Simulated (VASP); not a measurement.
# NaCl (Fm-3m) in VASP: further runs

Runs on NaCl. Level: PBEsol. Tasks: relaxation of cell and atoms.

Everything below comes from runs of VASP 6.6.1. Logs are shortened: lines on timing, memory, paths and dates and some standing lists are left out, and cuts for length are marked.

## (1) The cell of the first run

Symmetry: Fm-3m, No. 225, cubic system. Conventional cell: a = 5.348 Å, b = 5.348 Å, c = 5.348 Å, α = 90.00°, β = 90.00°, γ = 90.00°. Within 3.5 Å of Na (site symmetry m-3m) lie 6 Cl at 2.67 Å. Cl (site symmetry m-3m) has 6 Na at 2.67 Å within 3.5 Å.

## (2) Relaxation of cell and atoms, PBEsol, target pressure 15 GPa, at which the enthalpy is minimised

INCAR

```
PREC = Accurate
ENCUT = 600
EDIFF = 1E-6
ISMEAR = 0
SIGMA = 0.01
LREAL = F
LASPH = T
NELM = 60
ALGO = Normal
ISIF = 3
LWAVE = F
LCHARG = F
GGA = PS
IBRION = 2
NSW = 80
EDIFFG = -0.001
PSTRESS = 150.0
```

KPOINTS

```
Automatic mesh
0
Gamma
  8 8 8
```

POSCAR

```
NaCl
1.0
    0.0000000000      2.6738580493      2.6738580493
    2.6738580493      0.0000000000      2.6738580493
    2.6738580493      2.6738580493      0.0000000000
Na Cl
1 1
Direct
    0.0000000000      0.0000000000      0.0000000000
    0.5000000000      0.5000000000      0.5000000000
```

Potentials or basis: VASP PAW PBE potentials, release 64 (Na_pv, Cl).

The run is started by

```sh
cat potpaw_PBE.64/Na_pv/POTCAR potpaw_PBE.64/Cl/POTCAR > POTCAR
mpirun -np 1 vasp_std > vasp.out
```

OUTCAR:

```text
PREC = Accurate
   ENCUT = 600
   EDIFF = 1E-6
   ISMEAR = 0
   LREAL = F
   LASPH = T
   NELM = 60
   ISIF = 3
   GGA = PS
   IBRION = 2
   NSW = 80
   EDIFFG = -0.001
   PSTRESS = 150.0

 ion  position               nearest neighbor table
   1  0.000  0.000  0.000-   2 2.67   2 2.67   2 2.67   2 2.67   2 2.67   2 2.67
   2  0.500  0.500  0.500-   1 2.67   1 2.67   1 2.67   1 2.67   1 2.67   1 2.67

  LATTYP: Found a face centered cubic cell.
 ALAT       =     5.3477160986

  Lattice vectors:

 A1 = (   0.0000000000,   2.6738580493,   2.6738580493)
 A2 = (   2.6738580493,   0.0000000000,   2.6738580493)
 A3 = (   2.6738580493,   2.6738580493,   0.0000000000)

Analysis of symmetry for initial positions (statically):
=====================================================================
 Subroutine PRICEL returns:
 Original cell was already a primitive cell.

 Routine SETGRP: Setting up the symmetry group for a
 face centered cubic supercell.

 Subroutine GETGRP returns: Found 48 space group operations
 (whereof 48 operations were pure point group operations)
 out of a pool of 48 trial point group operations.

The static configuration has the point symmetry O_h .

Analysis of symmetry for dynamics (positions and initial velocities):
=====================================================================
 Subroutine PRICEL returns:
 Original cell was already a primitive cell.

 Routine SETGRP: Setting up the symmetry group for a
 face centered cubic supercell.

 Subroutine GETGRP returns: Found 48 space group operations
 (whereof 48 operations were pure point group operations)
 out of a pool of 48 trial point group operations.

The dynamic configuration has the point symmetry O_h .

 Subroutine INISYM returns: Found 48 space group operations
 (whereof 48 operations are pure point group operations),
 and found     1 'primitive' translations

----------------------------------------------------------------------------------------

                                     Primitive cell

  volume of cell :      38.2336

  direct lattice vectors                    reciprocal lattice vectors
     0.000000000  2.673858049  2.673858049    -0.186995716  0.186995716  0.186995716
     2.673858049  0.000000000  2.673858049     0.186995716 -0.186995716  0.186995716
     2.673858049  2.673858049  0.000000000     0.186995716  0.186995716 -0.186995716

  length of vectors
     3.781406317  3.781406317  3.781406317     0.323886081  0.323886081  0.323886081

  position of ions in fractional coordinates (direct lattice)
     0.000000000  0.000000000  0.000000000
     0.500000000  0.500000000  0.500000000

  ion indices of the primitive-cell ions
   primitive index   ion index
                 1           1
                 2           2

----------------------------------------------------------------------------------------

 KPOINTS: Automatic mesh

Automatic generation of k-mesh.
 Grid dimensions read from file:
 generate k-points for:    8    8    8

 Generating k-lattice:

  Cartesian coordinates                     Fractional coordinates (reciprocal lattice)
    -0.023374464  0.023374464  0.023374464     0.125000000  0.000000000  0.000000000
     0.023374464 -0.023374464  0.023374464     0.000000000  0.125000000  0.000000000
     0.023374464  0.023374464 -0.023374464     0.000000000  0.000000000  0.125000000

  Length of vectors
     0.040485760  0.040485760  0.040485760

  Shift w.r.t. Gamma in fractional coordinates (k-lattice)
     0.000000000  0.000000000  0.000000000

 Subroutine IBZKPT returns following result:
 ===========================================

 Found     29 irreducible k-points:

 Following reciprocal coordinates:
            Coordinates               Weight
  0.000000  0.000000  0.000000      1.000000
  0.125000  0.000000  0.000000      8.000000
  0.250000  0.000000  0.000000      8.000000
  0.375000  0.000000  0.000000      8.000000
  0.500000  0.000000  0.000000      4.000000
  0.125000  0.125000  0.000000      6.000000
[... 16 lines left out ...]
[... 47 lines left out ...]
     11      12.4342      0.00000

 [... further k-points ...]

------------------------ aborting loop because EDIFF is reached ----------------------------------------

  FORCE on cell =-STRESS in cart. coord.  units (eV):
  Direction    XX          YY          ZZ          XY          YZ          ZX
  --------------------------------------------------------------------------------------
  -------------------------------------------------------------------------------------
  Total        1.2181416      1.2181416      1.2181416      0.0000000      0.0000000      0.0000000
  in kB       51.0461898     51.0461898     51.0461898      0.0000000      0.0000000      0.0000000
  external PRESSURE =     -98.9538102 kB  Pullay stress =     150.0000000 kB
[... 93 lines left out ...]
  FREE ENERGIE OF THE ION-ELECTRON SYSTEM (eV)
  ---------------------------------------------------
  free  energy   TOTEN  =        -6.6023371037 eV

  energy  without entropy=       -6.6023371037  energy(sigma->0) =       -6.60233710

  enthalpy is  TOTEN    =        -3.5219582574 eV   P V=        3.0803788462

[... ionic steps 4 to 12 ...]

--------------------------------------- Ionic step       13  -------------------------------------------

 number of electron      13.9999992 magnetization

------------------------ aborting loop because EDIFF is reached ----------------------------------------

  FORCE on cell =-STRESS in cart. coord.  units (eV):
  Direction    XX          YY          ZZ          XY          YZ          ZX
  --------------------------------------------------------------------------------------
  -------------------------------------------------------------------------------------
  Total        3.0622144      3.0622144      3.0622144      0.0000000      0.0000000      0.0000000
  in kB      148.8608776    148.8608776    148.8608776      0.0000000      0.0000000      0.0000000
  external PRESSURE =      -1.1391224 kB  Pullay stress =     150.0000000 kB
[... 61 lines left out ...]
  enthalpy is  TOTEN    =        -3.5219590570 eV   P V=        3.0825135842

--------------------------------------- Ionic step       15  -------------------------------------------

 number of electron      13.9999993 magnetization

 Free energy of the ion-electron system (eV)
  ---------------------------------------------------
  ext. energy  EPLUGINS =         0.00000000
  ---------------------------------------------------
  free energy    TOTEN  =        -6.60351895 eV

  energy without entropy =       -6.60351895  energy(sigma->0) =       -6.60351895

 E-fermi :   1.5736     XC(G=0):  -9.7723

 val. band max:        1.4437196987   @ k =   0.0000   0.0000   0.0000
 cond. band min:       7.8210104121   @ k =   0.0000   0.0000   0.0000
 fundamental gap:      6.3772907134
 Fermi energy:         1.5735640913

 k-point     1 :       0.0000    0.0000    0.0000
  band No.  band energies     occupation
      1     -18.8659      2.00000
      2     -18.8659      2.00000
      3     -18.8659      2.00000
      4     -12.1664      2.00000
      5       1.4437      2.00000
      6       1.4437      2.00000
      7       1.4437      2.00000
      8       7.8210      0.00000
      9      12.5617      0.00000
     10      12.5617      0.00000
     11      12.5617      0.00000
[... 309 lines left out ...]
 k-point    24 :      -0.3750    0.2500    0.1250
  band No.  band energies     occupation
      1     -18.9663      2.00000
      2     -18.8961      2.00000
      3     -18.8813      2.00000
      4     -11.2692      2.00000
      5      -1.2812      2.00000
      6       0.1135      2.00000
      7       0.6986      2.00000
      8      10.2853      0.00000
      9      11.7305      0.00000
     10      13.1703      0.00000
     11      14.1289      0.00000

 [... further k-points ...]

------------------------ aborting loop because EDIFF is reached ----------------------------------------

  FORCE on cell =-STRESS in cart. coord.  units (eV):
  Direction    XX          YY          ZZ          XY          YZ          ZX
  --------------------------------------------------------------------------------------
  -------------------------------------------------------------------------------------
  Total        3.0818828      3.0818828      3.0818828      0.0000000      0.0000000     -0.0000000
  in kB      150.0157512    150.0157512    150.0157512      0.0000000      0.0000000     -0.0000000
  external PRESSURE =       0.0157512 kB  Pullay stress =     150.0000000 kB
[... 17 lines left out ...]
  FREE ENERGIE OF THE ION-ELECTRON SYSTEM (eV)
  ---------------------------------------------------
  free  energy   TOTEN  =        -6.6035189482 eV

  energy  without entropy=       -6.6035189482  energy(sigma->0) =       -6.60351895

  enthalpy is  TOTEN    =        -3.5219597804 eV   P V=        3.0815591678

 reached required accuracy - stopping structural energy minimisation
```

Wall time 64 s (1 thread of Intel Xeon Platinum 8259CL at 2.50GHz (Skylake/Cascade Lake), shared host); peak memory 0.17 GiB.

Results:

- Free energy: -6.6035 eV
- Relaxed volume: 16.46 Å³/atom
- Relaxed cell: a = 3.597 Å, b = 3.597 Å, c = 3.597 Å, α = 60.00°, β = 60.00°, γ = 60.00°
- Space group after relaxing (to 0.05 Å): Fm-3m (No. 225)
- Energy change on relaxing (the enthalpy is what falls): +156.8 meV/atom
- Ionic steps: 15
- Pressure after relaxing: 15.0 GPa
- Band gap on the k mesh: 6.38 eV, direct

Step by step:
```csv
step,energy change (eV),largest force (eV/Å),pressure (GPa),volume (Å³)
1,0.0000,0.0000,5.10,38.23
2,0.3993,0.0000,17.40,32.07
3,0.3148,0.0000,15.06,32.90
4,0.3053,0.0000,14.73,33.00
5,0.3056,0.0000,14.74,33.00
6,0.3065,0.0000,14.82,32.99
7,0.3065,0.0000,14.80,32.99
8,0.3065,0.0000,14.80,32.99
9,0.3066,0.0000,14.79,32.99
10,0.3068,0.0000,14.79,32.99
11,0.3072,0.0000,14.83,32.98
12,0.3080,0.0000,14.86,32.98
13,0.3095,0.0000,14.89,32.96
14,0.3126,0.0000,14.97,32.92
15,0.3136,0.0000,15.00,32.91
```

Final structure:
```yaml
crystal:
  lattice:
    - [0.00000, 2.54363, 2.54363]
    - [2.54363, 0.00000, 2.54363]
    - [2.54363, 2.54363, 0.00000]
  atoms:
    - { symbol: Na, position: [0.00000, 0.00000, 0.00000] }
    - { symbol: Cl, position: [0.50000, 0.50000, 0.50000] }
```

Caveat: the cell is relaxed towards a set pressure, so the enthalpy falls and the energy may rise; the PAW data sets were made with another functional, which shifts forces and pressure a little. Expect the measured gap to be larger: semilocal functionals such as PBEsol lack the derivative discontinuity.

## (3) Relaxation of cell and atoms, PBEsol

This run uses another cell than the first one, of 21.97 Å³/atom, 1.149 times its volume.

INCAR

```
SYSTEM = NaCl
ALGO     = Normal         ! electronic algorithm
EDIFF    = 1E-7           ! SCF threshold, eV
EDIFFG   = -0.001         ! ionic threshold
ENCUT    = 600            ! plane-wave cutoff, eV
GGA      = PS             ! functional
IBRION   = 2              ! ionic algorithm
ISIF     = 3              ! what is computed and relaxed
ISMEAR   = 0              ! smearing method
LASPH    = .TRUE.         ! aspherical terms in the spheres
LCHARG   = .FALSE.        ! write CHGCAR
LREAL    = .FALSE.        ! projectors in reciprocal space
LWAVE    = .FALSE.        ! write WAVECAR
NELM     = 80             ! most SCF steps
NSW      = 80             ! ionic steps
PREC     = Accurate       ! precision mode
SIGMA    = 0.01           ! smearing width, eV
```

KPOINTS

```
k-points
0
G
  8 8 8
  0 0 0
```

POSCAR

```
NaCl
1.0
    0.0000000000      2.8009522086      2.8009522086
    2.8009522086      0.0000000000      2.8009522086
    2.8009522086      2.8009522086      0.0000000000
Na Cl
1 1
Direct
    0.0000000000      0.0000000000      0.0000000000
    0.5000000000      0.5000000000      0.5000000000
```

Potentials or basis: VASP PAW PBE potentials, release 64 (Na_pv, Cl).

The run is started by

```sh
cat potpaw_PBE.64/Na_pv/POTCAR potpaw_PBE.64/Cl/POTCAR > POTCAR
mpirun -np 1 vasp_std > vasp.out
```

It took 25 s on 1 thread of Intel Xeon Platinum 8259CL at 2.50GHz (Skylake/Cascade Lake), shared host; peak memory 0.17 GiB.

The run converged. Its results:

| Item | Value |
| --- | --- |
| Free energy | -6.9986 eV |
| Relaxed volume | 22.01 Å³/atom |
| Relaxed cell | a = 3.964 Å, b = 3.964 Å, c = 3.964 Å, α = 60.00°, β = 60.00°, γ = 60.00° |
| Space group after relaxing (to 0.05 Å) | Fm-3m (No. 225) |
| Energy gained by relaxing | 0.0 meV/atom |
| Ionic steps | 4 |
| Pressure after relaxing | 0.0 GPa |
| Band gap on the k mesh | 5.00 eV, direct |

Final structure:
```
Na Cl
1.0
     0.00000    2.80263    2.80263
     2.80263    0.00000    2.80263
     2.80263    2.80263    0.00000
Na Cl
1 1
Cartesian
  2.8026 2.8026 0.0000
  2.8026 2.8026 2.8026
```

Levels at points of the mesh, in eV from the valence-band top:
```
           k point  band 5  band 6  band 7  band 8  band 9  band 10
(0.00, 0.00, 0.00)    0.00    0.00    0.00    5.00   11.02    11.02
(0.50, 0.00, 0.00)   -2.03   -0.28   -0.28    7.11   10.65    10.91
(0.50, 0.50, 0.00)   -1.75   -0.63   -0.63    7.49    7.87    11.26
```

Caveat: the PAW data sets were made with another functional, which shifts forces and pressure a little.

## (4) Relaxation of cell and atoms, PBEsol, target pressure 5 GPa, at which the enthalpy is minimised

This run uses another cell than the first one, of 21.97 Å³/atom, 1.149 times its volume.

INCAR

```
PREC     = Accurate       # precision mode
ENCUT    = 600            # plane-wave cutoff, eV
EDIFF    = 1E-6           # SCF threshold, eV
ISMEAR   = 0              # smearing method
SIGMA    = 0.01           # smearing width, eV
LREAL    = False          # projectors in reciprocal space
LASPH    = True           # aspherical terms in the spheres
NELM     = 100            # most SCF steps
ALGO     = Normal         # electronic algorithm
ISIF     = 3              # what is computed and relaxed
LWAVE    = False          # write WAVECAR
LCHARG   = False          # write CHGCAR
GGA      = PS             # functional
IBRION   = 2              # ionic algorithm
NSW      = 80             # ionic steps
EDIFFG   = -0.001         # ionic threshold
PSTRESS  = 50.0
```

KPOINTS

```
regular mesh
0
Gamma
  8 8 8
```

POSCAR is that of step 3.

The run is started by

```sh
cat potpaw_PBE.64/Na_pv/POTCAR potpaw_PBE.64/Cl/POTCAR > POTCAR
mpirun -np 1 vasp_std > vasp.out
```

Wall time 35 s (1 thread of Intel Xeon Platinum 8259CL at 2.50GHz (Skylake/Cascade Lake), shared host); peak memory 0.18 GiB.

Results (log left out):

- Free energy: -6.9208 eV
- Relaxed volume: 19.16 Å³/atom
- Relaxed cell: a = 3.784 Å, b = 3.784 Å, c = 3.784 Å, α = 60.00°, β = 60.00°, γ = 60.00°
- Space group after relaxing (to 0.05 Å): Fm-3m (No. 225)
- Energy change on relaxing (the enthalpy is what falls): +38.9 meV/atom
- Ionic steps: 6
- Pressure after relaxing: 5.0 GPa
- Band gap on the k mesh: 5.58 eV, direct

The path:
| step | energy change (eV) | largest force (eV/Å) | pressure (GPa) | volume (Å³) |
| --- | --- | --- | --- | --- |
| 1 | 0.0000 | 0.0000 | 0.05 | 43.95 |
| 2 | 0.0403 | 0.0000 | 3.34 | 39.77 |
| 3 | 0.0750 | 0.0000 | 4.96 | 38.41 |
| 4 | 0.0783 | 0.0000 | 5.03 | 38.30 |
| 5 | 0.0776 | 0.0000 | 4.98 | 38.33 |
| 6 | 0.0779 | 0.0000 | 5.00 | 38.32 |

Final structure:
```
Na Cl
1.0
     0.00000    2.67581    2.67581
     2.67581    0.00000    2.67581
     2.67581    2.67581    0.00000
Na Cl
1 1
Cartesian
  2.6758 0.0000 2.6758
  2.6758 2.6758 2.6758
```

Levels at points of the mesh, in eV from the valence-band top:
| k point | band 5 | band 6 | band 7 | band 8 | band 9 | band 10 |
| --- | --- | --- | --- | --- | --- | --- |
| (0.00, 0.00, 0.00) | 0.00 | 0.00 | 0.00 | 5.58 | 11.11 | 11.11 |
| (0.50, 0.00, 0.00) | -2.51 | -0.37 | -0.37 | 7.32 | 11.21 | 11.21 |
| (0.50, 0.50, 0.00) | -2.17 | -0.78 | -0.78 | 7.69 | 7.86 | 12.29 |

Caveat: the cell is relaxed towards a set pressure, so the enthalpy falls and the energy may rise; the PAW data sets were made with another functional, which shifts forces and pressure a little. A hybrid or GW would open this gap; PBEsol tends to underestimate it.

## (5) Relaxation of cell and atoms, PBEsol

This run uses another cell than the first one, of 22.19 Å³/atom, 1.161 times its volume.

INCAR

```
  PREC = Accurate
  ENCUT = 600
  EDIFF = 1E-6
  ISMEAR = 0
  SIGMA = 0.02
  LREAL = F
  LASPH = T
  NELM = 60
  ALGO = Normal
  ISIF = 3
  LWAVE = F
  LCHARG = F
  GGA = PS
  IBRION = 2
  NSW = 100
  EDIFFG = -0.005
```

KPOINTS is that of step 4.

POSCAR

```
NaCl
1.0
    0.0000000000      2.8100000000      2.8100000000
    2.8100000000      0.0000000000      2.8100000000
    2.8100000000      2.8100000000      0.0000000000
Na Cl
1 1
Direct
    0.0000000000      0.0000000000      0.0000000000
    0.5000000000      0.5000000000      0.5000000000
```

The run is started by

```sh
cat potpaw_PBE.64/Na_pv/POTCAR potpaw_PBE.64/Cl/POTCAR > POTCAR
mpirun -np 1 vasp_std > vasp.out
```

Run time: 22 s. Hardware: 1 thread of Intel Xeon Platinum 8259CL at 2.50GHz (Skylake/Cascade Lake), shared host; peak memory 0.18 GiB.

Results (log left out):

```yaml
Free_energy: -6.9987 eV
Relaxed_volume: 22.02 Å³/atom
Relaxed_cell: a = 3.964 Å, b = 3.964 Å, c = 3.964 Å, α = 60.00°, β = 60.00°, γ = 60.00°
Space_group_after_relaxing_to_0.05_Å: Fm-3m (No. 225)
Energy_gained_by_relaxing: 0.1 meV/atom
Ionic_steps: 4
Pressure_after_relaxing: 0.0 GPa
Band_gap_on_the_k_mesh: 5.00 eV, direct
```

The path:
| step | energy change (eV) | largest force (eV/Å) | pressure (GPa) | volume (Å³) |
| --- | --- | --- | --- | --- |
| 1 | 0.0000 | 0.0000 | -0.19 | 44.38 |
| 2 | -0.0002 | 0.0000 | -0.08 | 44.20 |
| 3 | -0.0002 | 0.0000 | -0.05 | 44.15 |
| 4 | -0.0002 | 0.0000 | 0.01 | 44.04 |

Final structure:
```cif
data_structure
_symmetry_space_group_name_H-M 'P 1'
_symmetry_Int_Tables_number 1
_cell_length_a 3.9638
_cell_length_b 3.9638
_cell_length_c 3.9638
_cell_angle_alpha 60.000
_cell_angle_beta 60.000
_cell_angle_gamma 60.000
_cell_volume 44.04
loop_
_atom_site_label
_atom_site_type_symbol
_atom_site_fract_x
_atom_site_fract_y
_atom_site_fract_z
_atom_site_occupancy
Na1 Na 0.00000 0.00000 0.00000 1
Cl1 Cl 0.50000 0.50000 0.50000 1
```

Levels at points of the mesh, in eV from the valence-band top:
```tsv
k point	band 3	band 4	band 5	band 6	band 7	band 8	band 9	band 10	band 11
(0.00, 0.00, 0.00)	-20.62	-12.69	0.00	0.00	0.00	5.00	11.02	11.02	11.02
(0.50, 0.00, 0.00)	-20.62	-12.32	-2.03	-0.28	-0.28	7.11	10.65	10.91	10.91
(0.50, 0.50, 0.00)	-20.63	-12.27	-1.75	-0.63	-0.63	7.49	7.87	11.26	14.78
```

Caveat: the PAW data sets were made with another functional, which shifts forces and pressure a little.

## (6) Summary

```tsv
cell	smearing	gap on the mesh (eV)	pressure (GPa)	relaxed volume (Å³/atom)
relaxed to 15 GPa from a = 3.781 Å, angles 60.0°, 2 atoms	gaussian 0.01 eV	6.38	15.0	-
relaxed from a = 3.961 Å, angles 60.0°, 2 atoms	gaussian 0.01 eV	5.00	0.0	22.01
relaxed to 5 GPa from a = 3.961 Å, angles 60.0°, 2 atoms	gaussian 0.01 eV	5.58	5.0	-
relaxed from a = 3.974 Å, angles 60.0°, 2 atoms	gaussian 0.02 eV	5.00	0.0	22.02
```

Alike in all rows: task relaxation of cell and atoms; level PBEsol; potentials or basis VASP PAW PBE potentials, release 64 (Na_pv, Cl); no spin polarisation; k mesh 8 × 8 × 8; cutoff (eV) 600.

Caveats: the PAW data sets were made with another functional, which shifts forces and pressure a little; the cell is relaxed towards a set pressure, so the enthalpy falls and the energy may rise (some runs).

Total energies depend on the potentials used, so only differences within one code and one set of settings carry meaning.
